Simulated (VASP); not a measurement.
# BeTe (F-43m) in VASP: notebook, part 2 of 2

VASP 6.6.1. The steps go on from the part before.

### Step 3. Single point, PBE-based screened hybrid

POSCAR reads:

```
BeTe
1.0
    0.0000000000      2.8286228801      2.8286228801
    2.8286228801      0.0000000000      2.8286228801
    2.8286228801      2.8286228801      0.0000000000
Be Te
1 1
Direct
    0.0000000000      0.0000000000      0.0000000000
    0.2500000000      0.2500000000      0.2500000000
```

INCAR.step1 reads:

```
PREC = Accurate
ENCUT = 520
EDIFF = 1E-5
ISMEAR = 0
SIGMA = 0.01
LREAL = F
LASPH = T
NELM = 80
ALGO = Normal
ISIF = 2
LWAVE = T
NBANDS = 11
GGA = PE
```

INCAR.step2 reads:

```
PREC = Accurate
ENCUT = 520
EDIFF = 1E-6
ISMEAR = 0
SIGMA = 0.01
LREAL = F
LASPH = T
NELM = 80
ALGO = Normal
ISIF = 2
LWAVE = F
LCHARG = T
GGA = PE
LHFCALC = T
AEXX = 0.05
HFSCREEN = 0.3
PRECFOCK = Normal
LELF = T
LVHAR = T
NBANDS = 11
ISTART = 1
```

KPOINTS reads:

```
Automatic mesh
0
Gamma
  4 4 4
```

Potentials or basis: VASP PAW PBE potentials, release 64 (Be, Te).

On the command line:

```console
cat potpaw_PBE.64/Be/POTCAR potpaw_PBE.64/Te/POTCAR > POTCAR
cp INCAR.step1 INCAR
mpirun -np 1 vasp_std > vasp.out
cp INCAR.step2 INCAR
mpirun -np 1 vasp_std > vasp.out
```

OUTCAR:

```text
PREC = Accurate
   ENCUT = 520
   EDIFF = 1E-6
   ISMEAR = 0
   LREAL = F
   LASPH = T
   NELM = 80
   ISIF = 2
   GGA = PE
   LHFCALC = T
   AEXX = 0.05
   HFSCREEN = 0.3
   PRECFOCK = Normal
   ISTART = 1

 ion  position               nearest neighbor table
   1  0.000  0.000  0.000-   2 2.45   2 2.45   2 2.45   2 2.45
   2  0.250  0.250  0.250-   1 2.45   1 2.45   1 2.45   1 2.45

  LATTYP: Found a face centered cubic cell.
 ALAT       =     5.6572457602

  Lattice vectors:

 A1 = (   0.0000000000,   2.8286228801,   2.8286228801)
 A2 = (   2.8286228801,   0.0000000000,   2.8286228801)
 A3 = (   2.8286228801,   2.8286228801,   0.0000000000)

Analysis of symmetry for initial positions (statically):
=====================================================================
 Subroutine PRICEL returns:
 Original cell was already a primitive cell.

 Routine SETGRP: Setting up the symmetry group for a
 face centered cubic supercell.

 Subroutine GETGRP returns: Found 24 space group operations
 (whereof 24 operations were pure point group operations)
 out of a pool of 48 trial point group operations.

The static configuration has the point symmetry T_d .

Analysis of symmetry for dynamics (positions and initial velocities):
=====================================================================
 Subroutine PRICEL returns:
 Original cell was already a primitive cell.

 Routine SETGRP: Setting up the symmetry group for a
 face centered cubic supercell.

 Subroutine GETGRP returns: Found 24 space group operations
 (whereof 24 operations were pure point group operations)
 out of a pool of 48 trial point group operations.

The dynamic configuration has the point symmetry T_d .

 Subroutine INISYM returns: Found 24 space group operations
 (whereof 24 operations are pure point group operations),
 and found     1 'primitive' translations

----------------------------------------------------------------------------------------

                                     Primitive cell

  volume of cell :      45.2642

  direct lattice vectors                    reciprocal lattice vectors
     0.000000000  2.828622880  2.828622880    -0.176764461  0.176764461  0.176764461
     2.828622880  0.000000000  2.828622880     0.176764461 -0.176764461  0.176764461
     2.828622880  2.828622880  0.000000000     0.176764461  0.176764461 -0.176764461

  length of vectors
     4.000276840  4.000276840  4.000276840     0.306165028  0.306165028  0.306165028

  position of ions in fractional coordinates (direct lattice)
     0.000000000  0.000000000  0.000000000
     0.250000000  0.250000000  0.250000000

  ion indices of the primitive-cell ions
   primitive index   ion index
                 1           1
                 2           2

----------------------------------------------------------------------------------------

 KPOINTS: Automatic mesh

Automatic generation of k-mesh.
[... 32 lines left out ...]
   number of dos      NEDOS =    301   number of ions     NIONS =      2
   total plane-waves  NPLWV =  27000
   dimension x,y,z NGX =    30 NGY =   30 NGZ =   30
   dimension x,y,z NGXF=    60 NGYF=   60 NGZF=   60
   ions per type =               1   1
   NGX,Y,Z   is equivalent  to a cutoff of  12.47, 12.47, 12.47 a.u.
   NGXF,Y,Z  is equivalent  to a cutoff of  24.94, 24.94, 24.94 a.u.
 SYSTEM =  unknown system
   PREC   = accura    normal or accurate (medium, high low for compatibility)
   ISTART =      1    job   : 0-new  1-cont  2-samecut
   ICHARG =      0    charge: 1-file 2-atom 10-const
   ISPIN  =      1    spin polarized calculation?
   LNONCOLLINEAR =      F non collinear calculations
   LSORBIT =      F    spin-orbit coupling
   LASPH  =      T    aspherical Exc in radial PAW
   ENCUT  =  520.0 eV  38.22 Ry    6.18 a.u.   7.44  7.44  7.44*2*pi/ulx,y,z
   NELM   =     80;   NELMIN=  2; NELMDL=  0     # of ELM steps
   EDIFF  = 0.1E-05   stopping-criterion for ELM
   LREAL  =      F    real-space projection
   EDIFFG = 0.1E-04   stopping-criterion for IOM
   NSW    =      0    number of steps for IOM
   IBRION =     -1    ionic relax: 0-MD 1-quasi-New 2-CG
   NFREE  =      0    steps in history (QN), initial steepest desc. (CG)
   ISIF   =      2    stress and relaxation
   ISYM   =      3    0-nonsym 1-usesym 2-fastsym
   POTIM  = 0.5000    time-step for ionic-motion
   TEBEG  =    0.0;   TEEND  =   0.0 temperature during run
   PSTRESS=    0.0 pullay stress
   NELECT =       8.0000    total number of electrons
   NUPDOWN=      -1.0000    fix difference up-down
   EMIN   =  10.00;   EMAX   =-10.00  energy-range for DOS
   EFERMI =   0.00;   METHOD = LEGACY
   ISMEAR =     0;   SIGMA  =   0.01  broadening in eV -4-tet -1-fermi 0-gaus
   EFERMI_NEDOS =   21; number of points for ismear=-14 and -15
   IALGO  =     38    algorithm
   IMIX   =      1    mixing-type and parameters
     AMIX     =   0.40;   BMIX     =  1.00
     AMIX_MAG =   1.60;   BMIX_MAG =  1.00
  volume/ion in A,a.u.               =      22.63       152.73
  Fermi-wavevector in a.u.,A,eV,Ry     =   0.918727  1.736142 11.484122  0.844059
  Thomas-Fermi vector in A             =   2.043841
   LORBIT       =      0    0 simple, 1 ext, 2 COOP (PROOUT), +10 PAW based schemes
   GGA     = PE    functional components
   LHFCALC =     T    Hartree Fock is set to
   PRECFOCK=normal    Normal, Fast or Accurate (Low or Medium for compatibility)
   ENCUT4O =  -1.0   cutoff for four orbital integrals eV
   NKREDX  =     1    reduce k-point grid by
   NKREDY  =     1    reduce k-point grid by
   NKREDZ  =     1    reduce k-point grid by
   AEXX    =    0.0500 exact exchange contribution
   HFSCREEN=    0.3000 screening length (either q_TF or 0.3 A-1)
   HFSCREENC=   0.3000 screening length for correlation (either q_TF or 0.3 A-1)
   ENCUTFOCK=  -1.0 apply spherical cutoff to Coloumb kernel
   IVDW    =     0    specifies the selected vdW correction
   LEPSILON=     F    determine dielectric tensor
   LRPA    =     F    only Hartree local field effects (RPA)
 non-spin polarized calculation
 Gauss-broadening in eV      SIGMA  =   0.01
  energy-cutoff  :      520.00
  volume of cell :       45.26
 maximum number of plane-waves:      1243
 NGX is ok and might be reduce to    30
  NGX = 24; NGY = 24; NGZ = 24

 number of electron       8.0000000 magnetization

 Free energy of the ion-electron system (eV)
  ---------------------------------------------------
  ext. energy  EPLUGINS =         0.00000000
  ---------------------------------------------------
  free energy    TOTEN  =        -7.71593440 eV

  energy without entropy =       -7.71593440  energy(sigma->0) =       -7.71593440

 E-fermi :   5.0071     XC(G=0):  -8.7218

 val. band max:        4.8941301653   @ k =   0.0000   0.0000   0.0000
 cond. band min:       6.9907519447   @ k =   0.5000   0.5000   0.0000
 fundamental gap:      2.0966217794
 Fermi energy:         5.0070641773

 k-point     1 :       0.0000    0.0000    0.0000
  band No.  band energies     occupation
      1      -7.5226      2.00000
      2       4.8941      2.00000
      3       4.8941      2.00000
      4       4.8941      2.00000
      5       8.6362      0.00000
      6       8.6362      0.00000
      7       8.6362      0.00000
      8       8.7377      0.00000
      9      13.3501      0.00000
     10      15.2640      0.00000
     11      15.2640      0.00000
[... 85 lines left out ...]
 k-point     8 :      -0.2500    0.5000    0.2500
  band No.  band energies     occupation
      1      -5.6512      2.00000
      2       0.2779      2.00000
      3       1.2162      2.00000
      4       1.7060      2.00000
      5      10.2902      0.00000
      6      10.5690      0.00000
      7      10.5834      0.00000
      8      11.1691      0.00000
      9      15.9169      0.00000
     10      16.7182      0.00000
     11      17.8566      0.00000

------------------------ aborting loop because EDIFF is reached ----------------------------------------

  FORCE on cell =-STRESS in cart. coord.  units (eV):
  Direction    XX          YY          ZZ          XY          YZ          ZX
  --------------------------------------------------------------------------------------
  -------------------------------------------------------------------------------------
  Total        0.1543614      0.1543614      0.1543614     -0.0000000      0.0000000      0.0000000
  in kB        5.4637913      5.4637913      5.4637913     -0.0000000      0.0000000      0.0000000
  external PRESSURE =       5.4637913 kB  Pullay stress =       0.0000000 kB

 VOLUME and BASIS-vectors are now :
 -----------------------------------------------------------------------------
  energy-cutoff  :      520.00
  volume of cell :       45.26
      direct lattice vectors                 reciprocal lattice vectors
     0.000000000  2.828622880  2.828622880    -0.176764461  0.176764461  0.176764461
     2.828622880  0.000000000  2.828622880     0.176764461 -0.176764461  0.176764461
     2.828622880  2.828622880  0.000000000     0.176764461  0.176764461 -0.176764461

 POSITION                                       TOTAL-FORCE (eV/Angst)
 -----------------------------------------------------------------------------------
      0.00000      0.00000      0.00000        -0.000000     -0.000000     -0.000000
      1.41431      1.41431      1.41431         0.000000      0.000000      0.000000
 -----------------------------------------------------------------------------------
    total drift:                               -0.000000     -0.000000     -0.000000

  FREE ENERGIE OF THE ION-ELECTRON SYSTEM (eV)
  ---------------------------------------------------
  free  energy   TOTEN  =        -7.7159344042 eV

  energy  without entropy=       -7.7159344042  energy(sigma->0) =       -7.71593440
```

OUTCAR.step1:

```text
PREC = Accurate
   ENCUT = 520
   EDIFF = 1E-5
   ISMEAR = 0
   LREAL = F
   LASPH = T
[... 314 lines left out ...]
 -----------------------------------------------------------------------------------
      0.00000      0.00000      0.00000        -0.000000     -0.000000     -0.000000
      1.41431      1.41431      1.41431         0.000000      0.000000      0.000000
 -----------------------------------------------------------------------------------
    total drift:                                0.000000      0.000000      0.000000

  FREE ENERGIE OF THE ION-ELECTRON SYSTEM (eV)
  ---------------------------------------------------
  free  energy   TOTEN  =        -7.5472045423 eV

  energy  without entropy=       -7.5472045423  energy(sigma->0) =       -7.54720454
```

It took 1.8 min on 1 thread of Intel Xeon Platinum 8488C (Sapphire Rapids), shared host; peak memory 0.28 GiB.

Results:

```yaml
Free_energy: -7.7159 eV
Pressure: 0.5 GPa
Band_gap_on_the_k_mesh: 2.10 eV, indirect (least direct gap 3.74 eV)
```

Caveat: the k points lie up to 0.48 Å⁻¹ apart; the PAW data sets were made with another functional, which shifts forces and pressure a little; spin-orbit coupling is left out, which moves the levels of the heavy elements. A k mesh can miss the band edges.

### Step 4. Single point, HSE06

POSCAR is that of step 3.

INCAR.step1 reads:

```
PREC = Accurate
ENCUT = 520
EDIFF = 1E-5
ISMEAR = 1
SIGMA = 0.001
LREAL = False
LASPH = True
NELM = 60
ALGO = Normal
ISIF = 2
LWAVE = True
LCHARG = False
GGA = PE
NBANDS = 11
```

INCAR.step2 reads:

```
PREC = Accurate
ENCUT = 520
EDIFF = 1E-6
ISMEAR = 1
SIGMA = 0.001
LREAL = False
LASPH = True
NELM = 60
ALGO = Normal
ISIF = 2
LWAVE = False
LCHARG = False
GGA = PE
LHFCALC = True
HFSCREEN = 0.2079
PRECFOCK = Normal
ISTART = 1
NBANDS = 11
```

KPOINTS reads:

```
regular mesh
0
Gamma
  4 4 4
```

On the command line:

```console
cat potpaw_PBE.64/Be/POTCAR potpaw_PBE.64/Te/POTCAR > POTCAR
cp INCAR.step1 INCAR
mpirun -np 1 vasp_std > vasp.out
cp INCAR.step2 INCAR
mpirun -np 1 vasp_std > vasp.out
```

Wall time 2.5 min (1 thread of Intel Xeon Platinum 8488C (Sapphire Rapids), shared host); peak memory 0.28 GiB.

Results (log left out):

| Item | Value |
| --- | --- |
| Free energy | -8.6840 eV |
| Pressure | -0.5 GPa |
| Band gap on the k mesh | 2.69 eV, indirect (least direct gap 4.49 eV) |

Levels at points of the mesh, in eV from the valence-band top:
| k point | band 2 | band 3 | band 4 | band 5 | band 6 | band 7 |
| --- | --- | --- | --- | --- | --- | --- |
| (0.00, 0.00, 0.00) | 0.00 | 0.00 | 0.00 | 4.49 | 4.49 | 4.49 |
| (0.50, 0.00, 0.00) | -6.00 | -1.20 | -1.20 | 3.81 | 5.49 | 5.49 |
| (0.50, 0.50, 0.00) | -5.57 | -2.82 | -2.82 | 2.69 | 3.41 | 10.99 |

Caveat: the k points lie up to 0.48 Å⁻¹ apart; the PAW data sets were made with another functional, which shifts forces and pressure a little; spin-orbit coupling is left out, which moves the levels of the heavy elements.

### Step 5. Summary

| level | smearing | share of exact exchange | screening parameter | gap on the mesh (eV) | pressure (GPa) |
| --- | --- | --- | --- | --- | --- |
| PBE-based screened hybrid | gaussian 0.01 eV | 0.3 | 0.5 1/Å | 2.34 | -0.2 |
| PBE-based screened hybrid | gaussian 0.01 eV | 0.05 | 0.3 1/Å | 2.10 | 0.5 |
| HSE06 | methfessel-paxton 0.001 eV | - | 0.2079 1/Å | 2.69 | -0.5 |

Alike in all rows: task single point; potentials or basis VASP PAW PBE potentials, release 64 (Be, Te); no spin polarisation; cell as given; k mesh 4 × 4 × 4; cutoff (eV) 520.

Caveats: all runs use coarse meshes; the PAW data sets were made with another functional, which shifts forces and pressure a little; spin-orbit coupling is left out, which moves the levels of the heavy elements.

Absolute energies hang on the potentials; compare differences alone.
